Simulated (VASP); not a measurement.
# BaY (Pm-3m) in VASP: a series of runs

Runs on BaY. Level: PBE. Tasks: single point, relaxation of cell and atoms.

Everything below comes from runs of VASP 6.6.1. Logs are shortened: lines on timing, memory, paths and dates and some standing lists are left out, and cuts for length are marked.

### 1 The cell of the first run

Symmetry: Pm-3m, No. 221, cubic system. Conventional cell: a = 4.411 Å, b = 4.411 Å, c = 4.411 Å, α = 90.00°, β = 90.00°, γ = 90.00°. Within 5.0 Å of Ba (site symmetry m-3m) lie 8 Y at 3.82 Å and 6 Ba at 4.41 Å. Within 5.0 Å of Y (site symmetry m-3m) lie 8 Ba at 3.82 Å and 6 Y at 4.41 Å.

### 2 Single point, PBE

File INCAR:

```
SYSTEM = BaY
  PREC = Accurate
  ENCUT = 520
  EDIFF = 1E-6
  ISMEAR = -1
  SIGMA = 0.05
  LREAL = .False.
  LASPH = .True.
  NELM = 100
  ALGO = Normal
  ISIF = 2
  LWAVE = .False.
  LCHARG = .False.
  GGA = PE
  NBANDS = 18
```

File KPOINTS:

```
regular mesh
0
Gamma
  6 6 6
  0 0 0
```

File POSCAR:

```
BaY
1.0
    4.4114878979      0.0000000000      0.0000000000
    0.0000000000      4.4114878979      0.0000000000
    0.0000000000      0.0000000000      4.4114878979
Ba Y
1 1
Direct
    0.0000000000      0.0000000000      0.0000000000
    0.5000000000      0.5000000000      0.5000000000
```

Potentials or basis: VASP PAW PBE potentials, release 64 (Ba_sv, Y_sv).

On the command line:

```console
$ cat potpaw_PBE.64/Ba_sv/POTCAR potpaw_PBE.64/Y_sv/POTCAR > POTCAR
$ mpirun -np 1 vasp_std > vasp.out
```

OUTCAR:

```text
SYSTEM = BaY
   PREC = Accurate
   ENCUT = 520
   EDIFF = 1E-6
   ISMEAR = -1
   LREAL = .False.
   LASPH = .True.
   NELM = 100
   ISIF = 2
   GGA = PE

 ion  position               nearest neighbor table
   1  0.000  0.000  0.000-   2 3.82   2 3.82   2 3.82   2 3.82   2 3.82   2 3.82   2 3.82   2 3.82

   2  0.500  0.500  0.500-   1 3.82   1 3.82   1 3.82   1 3.82   1 3.82   1 3.82   1 3.82   1 3.82

  LATTYP: Found a simple cubic cell.
 ALAT       =     4.4114878979

  Lattice vectors:

 A1 = (   4.4114878979,   0.0000000000,   0.0000000000)
 A2 = (   0.0000000000,   4.4114878979,   0.0000000000)
 A3 = (   0.0000000000,   0.0000000000,   4.4114878979)

Analysis of symmetry for initial positions (statically):
=====================================================================
 Subroutine PRICEL returns:
 Original cell was already a primitive cell.

 Routine SETGRP: Setting up the symmetry group for a
 simple cubic supercell.

 Subroutine GETGRP returns: Found 48 space group operations
 (whereof 48 operations were pure point group operations)
 out of a pool of 48 trial point group operations.

The static configuration has the point symmetry O_h .

Analysis of symmetry for dynamics (positions and initial velocities):
=====================================================================
 Subroutine PRICEL returns:
 Original cell was already a primitive cell.

 Routine SETGRP: Setting up the symmetry group for a
 simple cubic supercell.

 Subroutine GETGRP returns: Found 48 space group operations
 (whereof 48 operations were pure point group operations)
 out of a pool of 48 trial point group operations.

The dynamic configuration has the point symmetry O_h .

 Subroutine INISYM returns: Found 48 space group operations
 (whereof 48 operations are pure point group operations),
 and found     1 'primitive' translations

----------------------------------------------------------------------------------------

                                     Primitive cell

  volume of cell :      85.8530

  direct lattice vectors                    reciprocal lattice vectors
     4.411487898  0.000000000  0.000000000     0.226680889  0.000000000  0.000000000
     0.000000000  4.411487898  0.000000000     0.000000000  0.226680889  0.000000000
     0.000000000  0.000000000  4.411487898     0.000000000  0.000000000  0.226680889

  length of vectors
[... 72 lines left out ...]
   LNONCOLLINEAR =      F non collinear calculations
   LSORBIT =      F    spin-orbit coupling
   LASPH  =      T    aspherical Exc in radial PAW
   ENCUT  =  520.0 eV  38.22 Ry    6.18 a.u.   8.20  8.20  8.20*2*pi/ulx,y,z
   NELM   =    100;   NELMIN=  2; NELMDL= -5     # of ELM steps
   EDIFF  = 0.1E-05   stopping-criterion for ELM
   LREAL  =      F    real-space projection
   EDIFFG = 0.1E-04   stopping-criterion for IOM
   NSW    =      0    number of steps for IOM
   IBRION =     -1    ionic relax: 0-MD 1-quasi-New 2-CG
   NFREE  =      0    steps in history (QN), initial steepest desc. (CG)
   ISIF   =      2    stress and relaxation
   ISYM   =      2    0-nonsym 1-usesym 2-fastsym
   POTIM  = 0.5000    time-step for ionic-motion
   TEBEG  =    0.0;   TEEND  =   0.0 temperature during run
   PSTRESS=    0.0 pullay stress
   NELECT =      21.0000    total number of electrons
   NUPDOWN=      -1.0000    fix difference up-down
   EMIN   =  10.00;   EMAX   =-10.00  energy-range for DOS
   EFERMI =   0.00;   METHOD = LEGACY
   ISMEAR =    -1;   SIGMA  =   0.05  broadening in eV -4-tet -1-fermi 0-gaus
   EFERMI_NEDOS =   21; number of points for ismear=-14 and -15
   IALGO  =     38    algorithm
   IMIX   =      4    mixing-type and parameters
     AMIX     =   0.40;   BMIX     =  1.00
     AMIX_MAG =   1.60;   BMIX_MAG =  1.00
  volume/ion in A,a.u.               =      42.93       289.68
  Fermi-wavevector in a.u.,A,eV,Ry     =   1.023834  1.934766 14.262115  1.048236
  Thomas-Fermi vector in A             =   2.157589
   LORBIT       =      0    0 simple, 1 ext, 2 COOP (PROOUT), +10 PAW based schemes
   GGA     = PE    functional components
   LHFCALC =     F    Hartree Fock is set to
   AEXX    =    0.0000 exact exchange contribution
   IVDW    =     0    specifies the selected vdW correction
   LEPSILON=     F    determine dielectric tensor
   LRPA    =     F    only Hartree local field effects (RPA)
 non-spin polarized calculation
  energy-cutoff  :      520.00
  volume of cell :       85.85
 maximum number of plane-waves:      2360
 NGX is ok and might be reduce to    36
   NGX = 17   NGY = 17   NGZ = 17

 number of electron      21.0000000 magnetization

 Free energy of the ion-electron system (eV)
  ---------------------------------------------------
  ext. energy  EPLUGINS =         0.00000000
  ---------------------------------------------------
  free energy    TOTEN  =        -7.67536932 eV

  energy without entropy =       -7.64904543  energy(sigma->0) =       -7.66220738

 E-fermi :   2.5086     XC(G=0):  -8.5921

 val. band max:        2.4946913832   @ k =   0.5000   0.3333   0.3333
 cond. band min:       2.6488570619   @ k =   0.5000   0.1667   0.0000
 fundamental gap:      0.1541656786
 Fermi energy:         2.5085518066

 k-point     1 :       0.0000    0.0000    0.0000
  band No.  band energies     occupation
      1     -41.1377      2.00000
      2     -25.4300      2.00000
      3     -21.0655      2.00000
      4     -21.0655      2.00000
      5     -21.0655      2.00000
      6     -10.5646      2.00000
[... 397 lines left out ...]
      5     -21.0921      2.00000
      6     -10.8226      2.00000
[... 10 lines left out ...]
     17       5.4318      0.00000
     18       8.3279      0.00000

------------------------ aborting loop because EDIFF is reached ----------------------------------------

  FORCE on cell =-STRESS in cart. coord.  units (eV):
  Direction    XX          YY          ZZ          XY          YZ          ZX
  --------------------------------------------------------------------------------------
  -------------------------------------------------------------------------------------
  Total        0.0807093      0.0807093      0.0807093     -0.0000000     -0.0000000     -0.0000000
  in kB        1.5061864      1.5061864      1.5061864     -0.0000000     -0.0000000     -0.0000000
  external PRESSURE =       1.5061864 kB  Pullay stress =       0.0000000 kB

 VOLUME and BASIS-vectors are now :
 -----------------------------------------------------------------------------
  energy-cutoff  :      520.00
  volume of cell :       85.85
      direct lattice vectors                 reciprocal lattice vectors
     4.411487898  0.000000000  0.000000000     0.226680889  0.000000000  0.000000000
     0.000000000  4.411487898  0.000000000     0.000000000  0.226680889  0.000000000
     0.000000000  0.000000000  4.411487898     0.000000000  0.000000000  0.226680889

 POSITION                                       TOTAL-FORCE (eV/Angst)
 -----------------------------------------------------------------------------------
      0.00000      0.00000      0.00000         0.000000      0.000000      0.000000
      2.20574      2.20574      2.20574         0.000000      0.000000      0.000000
 -----------------------------------------------------------------------------------
    total drift:                                0.000000      0.000000      0.000000

  FREE ENERGIE OF THE ION-ELECTRON SYSTEM (eV)
  ---------------------------------------------------
  free  energy   TOTEN  =        -7.6753693235 eV

  energy  without entropy=       -7.6490454279  energy(sigma->0) =       -7.66220738
```

OSZICAR:

```text
N       E                     dE             d eps       ncg     rms          rms(c)
DAV:   1     0.108069803836E+03    0.10807E+03   -0.97259E+03   720   0.102E+03
DAV:   2    -0.536698674915E+00   -0.10861E+03   -0.10636E+03   920   0.224E+02
DAV:   3    -0.832433280722E+01   -0.77876E+01   -0.77436E+01  1236   0.437E+01
DAV:   4    -0.853294323107E+01   -0.20861E+00   -0.20850E+00   970   0.668E+00
DAV:   5    -0.853702170911E+01   -0.40785E-02   -0.40776E-02  1096   0.712E-01    0.165E+01
DAV:   6    -0.771255968070E+01    0.82446E+00   -0.18245E+00   804   0.445E+00    0.111E+01
DAV:   7    -0.770165408449E+01    0.10906E-01   -0.12873E+00   974   0.349E+00    0.303E+00
DAV:   8    -0.768988467947E+01    0.11769E-01   -0.48102E-01   812   0.261E+00    0.127E+00
DAV:   9    -0.767646336936E+01    0.13421E-01   -0.11142E-01   830   0.120E+00    0.752E-01
DAV:  10    -0.767530392904E+01    0.11594E-02   -0.62397E-03   874   0.337E-01    0.349E-01
DAV:  11    -0.767538298752E+01   -0.79058E-04   -0.81304E-04   940   0.160E-01    0.645E-02
DAV:  12    -0.767537574510E+01    0.72424E-05   -0.19123E-05   834   0.258E-02    0.242E-02
DAV:  13    -0.767536945452E+01    0.62906E-05   -0.22008E-05   872   0.192E-02    0.420E-03
DAV:  14    -0.767536932354E+01    0.13098E-06   -0.29617E-06   808   0.768E-03
   1 F= -.76753693E+01 E0= -.76622074E+01  d E =-.263239E-01
```

Wall time 37 s (1 thread of Intel Xeon 6975P-C, shared host); peak memory 0.23 GiB.

What came out:

```yaml
Free_energy: -7.6754 eV
Pressure: 0.2 GPa
```

Levels at points of the mesh, in eV from the Fermi level:
```csv
k point,band 7,band 8,band 9,band 10,band 11,band 12,band 13,band 14,band 15,band 16
"(0.00, 0.00, 0.00)",-13.07,-13.07,-3.65,-1.07,-1.07,1.55,1.55,1.55,3.50,3.50
"(0.50, 0.00, 0.00)",-13.06,-13.06,-1.33,-1.26,0.14,1.03,1.49,1.49,2.16,2.22
"(0.50, 0.50, 0.00)",-13.34,-13.02,-1.88,-1.01,0.36,0.36,1.41,1.41,2.54,2.86
"(0.50, 0.50, 0.50)",-13.33,-13.33,-0.14,-0.14,-0.14,0.66,0.66,0.66,2.87,2.92
```

Caveat: spin-orbit coupling is left out, which moves the levels of the heavy elements.

### 3 Relaxation of cell and atoms, PBE

This run uses another cell than the first one, of 43.19 Å³/atom, 1.006 times its volume.

File INCAR:

```
SYSTEM = BaY
ALGO     = Normal         ! electronic algorithm
EDIFF    = 1E-7           ! SCF threshold, eV
EDIFFG   = -0.01          ! ionic threshold
ENCUT    = 600            ! plane-wave cutoff, eV
GGA      = PE             ! functional
IBRION   = 2              ! ionic algorithm
ISIF     = 3              ! what is computed and relaxed
ISMEAR   = -1             ! smearing method
LASPH    = .True.         ! aspherical terms in the spheres
LCHARG   = .False.        ! write CHGCAR
LREAL    = .False.        ! projectors in reciprocal space
LWAVE    = .False.        ! write WAVECAR
NELM     = 60             ! most SCF steps
NSW      = 60             ! ionic steps
PREC     = Accurate       ! precision mode
SIGMA    = 0.05           ! smearing width, eV
```

File KPOINTS:

```
k-points
0
Gamma
  6 6 6
  0 0 0
```

File POSCAR:

```
BaY
1.0
    4.4203700000      0.0000000000      0.0000000000
    0.0000000000      4.4203700000      0.0000000000
    0.0000000000      0.0000000000      4.4203700000
Ba Y
1 1
Direct
    0.0000000000      0.0000000000      0.0000000000
    0.5000000000      0.5000000000      0.5000000000
```

Potentials or basis: VASP PAW PBE potentials, release 64 (Ba_sv, Y_sv).

On the command line:

```console
$ cat potpaw_PBE.64/Ba_sv/POTCAR potpaw_PBE.64/Y_sv/POTCAR > POTCAR
$ mpirun -np 1 vasp_std > vasp.out
```

OUTCAR:

```text
SYSTEM = BaY
   EDIFF = 1E-7
   EDIFFG = -0.01
   ENCUT = 600
   GGA = PE
   IBRION = 2
   ISIF = 3
   ISMEAR = -1
   LASPH = .True.
   LREAL = .False.
   NELM = 60
   NSW = 60
   PREC = Accurate

 ion  position               nearest neighbor table
   1  0.000  0.000  0.000-   2 3.83   2 3.83   2 3.83   2 3.83   2 3.83   2 3.83   2 3.83   2 3.83

   2  0.500  0.500  0.500-   1 3.83   1 3.83   1 3.83   1 3.83   1 3.83   1 3.83   1 3.83   1 3.83

  LATTYP: Found a simple cubic cell.
 ALAT       =     4.4203700000

  Lattice vectors:

 A1 = (   4.4203700000,   0.0000000000,   0.0000000000)
 A2 = (   0.0000000000,   4.4203700000,   0.0000000000)
 A3 = (   0.0000000000,   0.0000000000,   4.4203700000)

Analysis of symmetry for initial positions (statically):
=====================================================================
 Subroutine PRICEL returns:
 Original cell was already a primitive cell.

 Routine SETGRP: Setting up the symmetry group for a
 simple cubic supercell.

 Subroutine GETGRP returns: Found 48 space group operations
 (whereof 48 operations were pure point group operations)
 out of a pool of 48 trial point group operations.

The static configuration has the point symmetry O_h .

Analysis of symmetry for dynamics (positions and initial velocities):
=====================================================================
 Subroutine PRICEL returns:
 Original cell was already a primitive cell.

 Routine SETGRP: Setting up the symmetry group for a
 simple cubic supercell.

 Subroutine GETGRP returns: Found 48 space group operations
 (whereof 48 operations were pure point group operations)
 out of a pool of 48 trial point group operations.

The dynamic configuration has the point symmetry O_h .

 Subroutine INISYM returns: Found 48 space group operations
 (whereof 48 operations are pure point group operations),
 and found     1 'primitive' translations

[... 118 lines left out ...]
   LEPSILON=     F    determine dielectric tensor
   LRPA    =     F    only Hartree local field effects (RPA)
 conjugate gradient relaxation of ions
 non-spin polarized calculation
  energy-cutoff  :      600.00
  volume of cell :       86.37
 maximum number of plane-waves:      2904
 NGX is ok and might be reduce to    36
   NGX = 17   NGY = 17   NGZ = 17

 number of electron      21.0000000 magnetization

 Free energy of the ion-electron system (eV)
  ---------------------------------------------------
  ext. energy  EPLUGINS =         0.00000000
  ---------------------------------------------------
  free energy    TOTEN  =        -7.67567581 eV

  energy without entropy =       -7.64918016  energy(sigma->0) =       -7.66242798

 E-fermi :   2.4837     XC(G=0):  -8.5701

 val. band max:        2.4686115654   @ k =   0.5000   0.3333   0.3333
 cond. band min:       2.6237490870   @ k =   0.5000   0.1667   0.0000
 fundamental gap:      0.1551375216
 Fermi energy:         2.4836732305

 k-point     1 :       0.0000    0.0000    0.0000
  band No.  band energies     occupation
      1     -41.1770      2.00000
      2     -25.4647      2.00000
      3     -21.1040      2.00000
      4     -21.1040      2.00000
      5     -21.1040      2.00000
      6     -10.6003      2.00000
      7     -10.6003      2.00000
      8     -10.6003      2.00000
      9      -1.1642      2.00000
     10       1.4277      2.00000
     11       1.4277      2.00000
     12       4.0302      0.00000
     13       4.0302      0.00000
     14       4.0302      0.00000
[... 309 lines left out ...]
      1     -41.1736      2.00000
      2     -25.4141      2.00000
      3     -21.1299      2.00000
      4     -21.1299      2.00000
      5     -21.1299      2.00000
      6     -10.8532      2.00000
      7     -10.8532      2.00000
      8     -10.8532      2.00000
      9       2.3407      1.89169
     10       2.3407      1.89169
     11       2.3407      1.89169
     12       3.1364      0.00000
     13       3.1364      0.00000
     14       3.1364      0.00000

------------------------ aborting loop because EDIFF is reached ----------------------------------------

  FORCE on cell =-STRESS in cart. coord.  units (eV):
  Direction    XX          YY          ZZ          XY          YZ          ZX
  --------------------------------------------------------------------------------------
  -------------------------------------------------------------------------------------
  Total        0.0171509      0.0171509      0.0171509     -0.0000000     -0.0000000      0.0000000
  in kB        0.3181417      0.3181417      0.3181417     -0.0000000     -0.0000000      0.0000000
  external PRESSURE =       0.3181417 kB  Pullay stress =       0.0000000 kB

 VOLUME and BASIS-vectors are now :
 -----------------------------------------------------------------------------
  energy-cutoff  :      600.00
  volume of cell :       86.37
      direct lattice vectors                 reciprocal lattice vectors
     4.420370000  0.000000000  0.000000000     0.226225406  0.000000000  0.000000000
     0.000000000  4.420370000  0.000000000     0.000000000  0.226225406  0.000000000
     0.000000000  0.000000000  4.420370000     0.000000000  0.000000000  0.226225406

 POSITION                                       TOTAL-FORCE (eV/Angst)
 -----------------------------------------------------------------------------------
      0.00000      0.00000      0.00000         0.000000      0.000000      0.000000
      2.21019      2.21019      2.21019         0.000000      0.000000      0.000000
 -----------------------------------------------------------------------------------
    total drift:                                0.000000      0.000000      0.000000

  FREE ENERGIE OF THE ION-ELECTRON SYSTEM (eV)
  ---------------------------------------------------
  free  energy   TOTEN  =        -7.6756758064 eV

  energy  without entropy=       -7.6491801557  energy(sigma->0) =       -7.66242798

 reached required accuracy - stopping structural energy minimisation
```

OSZICAR:

```text
N       E                     dE             d eps       ncg     rms          rms(c)
DAV:   1     0.117338600873E+03    0.11734E+03   -0.10634E+04   560   0.146E+03
DAV:   2     0.192862073887E+00   -0.11715E+03   -0.11559E+03   736   0.283E+02
DAV:   3    -0.832578893276E+01   -0.85187E+01   -0.84110E+01   978   0.560E+01
DAV:   4    -0.853756430683E+01   -0.21178E+00   -0.21174E+00   748   0.780E+00
DAV:   5    -0.854078943127E+01   -0.32251E-02   -0.32251E-02   784   0.826E-01    0.165E+01
DAV:   6    -0.771703290780E+01    0.82376E+00   -0.22812E+00   650   0.572E+00    0.114E+01
DAV:   7    -0.769828698018E+01    0.18746E-01   -0.14125E+00   770   0.431E+00    0.256E+00
DAV:   8    -0.768397575168E+01    0.14311E-01   -0.51004E-01   680   0.291E+00    0.169E+00
DAV:   9    -0.767775087865E+01    0.62249E-02   -0.11619E-01   662   0.149E+00    0.107E+00
DAV:  10    -0.767560514261E+01    0.21457E-02   -0.12036E-02   656   0.511E-01    0.213E-01
DAV:  11    -0.767570901177E+01   -0.10387E-03   -0.14251E-03   772   0.196E-01    0.483E-02
DAV:  12    -0.767568101411E+01    0.27998E-04   -0.10029E-04   664   0.489E-02    0.262E-02
DAV:  13    -0.767567669638E+01    0.43177E-05   -0.19972E-05   868   0.226E-02    0.108E-02
DAV:  14    -0.767567605221E+01    0.64417E-06   -0.14027E-06   862   0.658E-03    0.356E-03
DAV:  15    -0.767567580486E+01    0.24735E-06   -0.44717E-07   544   0.307E-03    0.125E-03
DAV:  16    -0.767567580638E+01   -0.15211E-08   -0.18944E-08   316   0.965E-04
   1 F= -.76756758E+01 E0= -.76624280E+01  d E =-.767568E+01
```

Wall time 37 s (1 thread of Intel Xeon 6975P-C, shared host); peak memory 0.23 GiB.

Results:

| Quantity | Value |
| --- | --- |
| Free energy | -7.6757 eV |
| Pressure after relaxing | 0.0 GPa |

Final structure:
```
Ba Y
1.0
     4.42037    0.00000    0.00000
     0.00000    4.42037    0.00000
     0.00000    0.00000    4.42037
Ba Y
1 1
Cartesian
  0.0000 0.0000 0.0000
  2.2102 2.2102 2.2102
```

Levels at points of the mesh, in eV from the Fermi level:
| k point | band 7 | band 8 | band 9 | band 10 | band 11 | band 12 | band 13 | band 14 |
| --- | --- | --- | --- | --- | --- | --- | --- | --- |
| (0.00, 0.00, 0.00) | -13.08 | -13.08 | -3.65 | -1.06 | -1.06 | 1.55 | 1.55 | 1.55 |
| (0.50, 0.00, 0.00) | -13.07 | -13.07 | -1.35 | -1.26 | 0.15 | 1.04 | 1.48 | 1.48 |
| (0.50, 0.50, 0.00) | -13.35 | -13.03 | -1.87 | -1.00 | 0.36 | 0.36 | 1.39 | 1.39 |
| (0.50, 0.50, 0.50) | -13.34 | -13.34 | -0.14 | -0.14 | -0.14 | 0.65 | 0.65 | 0.65 |

Caveat: the relaxation stopped at its first step, so nothing moved; spin-orbit coupling is left out, which moves the levels of the heavy elements.
